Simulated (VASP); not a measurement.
Wanted: the native input for a VASP 6.6.1 run.

| Item | Value |
| --- | --- |
| Task | relaxation of cell and atoms |
| Functional | PBE |
| Potentials or basis | VASP PAW PBE potentials, release 64 (Al, B, Sb) |
| Cutoff | 600 eV |
| k mesh | 6 × 6 × 14 |
| Occupations | gaussian, width 0.1 eV |
| Spin | no spin polarisation |
| Dipole correction | no |
| Further INCAR settings | ALGO = Normal; EDIFF = 1e-06; IBRION = 2; EDIFFG = -0.01; NSW = 100; ISIF = 3 |

The structure of Al3B2Sb lies in POSCAR:

```
Al3B2Sb
1.0
    6.0776918295      0.0000000000      0.0000000000
   -3.0388459148      5.2634355207      0.0000000000
    0.0000000000      0.0000000000      2.8489825680
Al B Sb
3 2 1
Direct
    0.5000000000      0.0000000000      0.0000000000
    0.0000000000      0.5000000000      0.0000000000
    0.5000000000      0.5000000000      0.0000000000
    0.3333333333      0.6666666667      0.5000000000
    0.6666666667      0.3333333333      0.5000000000
    0.0000000000      0.0000000000      0.5000000000
```

One way to write it, as run:

INCAR

```
SYSTEM = Al3B2Sb
ALGO = Normal
EDIFF = 1E-6
EDIFFG = -0.01
ENCUT = 600
GGA = PE
IBRION = 2
ISIF = 3
ISMEAR = 0
LASPH = .True.
LCHARG = .False.
LREAL = .False.
LWAVE = .False.
NELM = 60
NSW = 100
PREC = Accurate
SIGMA = 0.1
```

KPOINTS

```
k-points
0
Gamma
  6 6 14
  0 0 0
```

Potentials or basis: VASP PAW PBE potentials, release 64 (Al, B, Sb).

Command:

```bash
$ cat potpaw_PBE.64/Al/POTCAR potpaw_PBE.64/B/POTCAR potpaw_PBE.64/Sb/POTCAR > POTCAR
$ mpirun -np 1 vasp_std > vasp.out
```

Results of the run:

* Relaxed volume: 15.30 Å³/atom
* Relaxed cell: a = 6.139 Å, b = 6.139 Å, c = 2.812 Å, α = 90.00°, β = 90.00°, γ = 120.00°
* Space group after relaxing (to 0.05 Å): P6/mmm (No. 191)
* Energy gained by relaxing: 1.5 meV/atom
* Ionic steps: 5
* Pressure after relaxing: 0.0 GPa
* Band gap on the k mesh: zero (band 10 reaches 10.23 eV, above the bottom of band 11 at 6.84 eV)

Caveat: spin-orbit coupling is left out, which moves the levels of the heavy elements.

Run time: 100 s on 1 thread of Intel(R) Xeon(R) 6975P-C (Granite Rapids), on a shared host, peak memory 0.31 GiB.
